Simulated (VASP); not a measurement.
A run of VASP 6.6.1:

The input INCAR:

```
SYSTEM = Ta
  ALGO = Normal
  EDIFF = 1E-6
  ENCUT = 500
  GGA_COMPAT = .FALSE.
  ISIF = 2
  ISMEAR = -1
  LASPH = .TRUE.
  LCHARG = .TRUE.
  LELF = .TRUE.
  LREAL = .FALSE.
  LVHAR = .TRUE.
  LWAVE = .FALSE.
  NBANDS = 20
  NELM = 120
  PREC = Accurate
  SIGMA = 0.05
```

KPOINTS

```
k-points
0
G
  11 11 5
  0 0 0
```

File POSCAR:

```
Ta
1.0
    2.9195803945      0.0000000000      0.0000000000
   -1.4597901972      2.5284307900      0.0000000000
    0.0000000000      0.0000000000      5.2004887322
Ta
2
Direct
    0.3333333333      0.6666666667      0.2500000000
    0.6666666667      0.3333333333      0.7500000000
```

Potentials or basis: VASP PAW LDA potentials, release 64 (Ta_sv_GW).

Launch:

```console
$ cat potpaw_LDA.64/Ta_sv_GW/POTCAR > POTCAR
$ mpirun -np 1 vasp_std > vasp.out
```

Hardware: 1 thread of AMD EPYC 7R13 Processor (Zen 3), with other jobs on the host.

Estimate the wall time of this run.

It took 30 s on 1 thread of AMD EPYC 7R13 Processor (Zen 3), on a shared host, peak memory 0.13 GiB. Counts: scf iterations 13, k points 48.
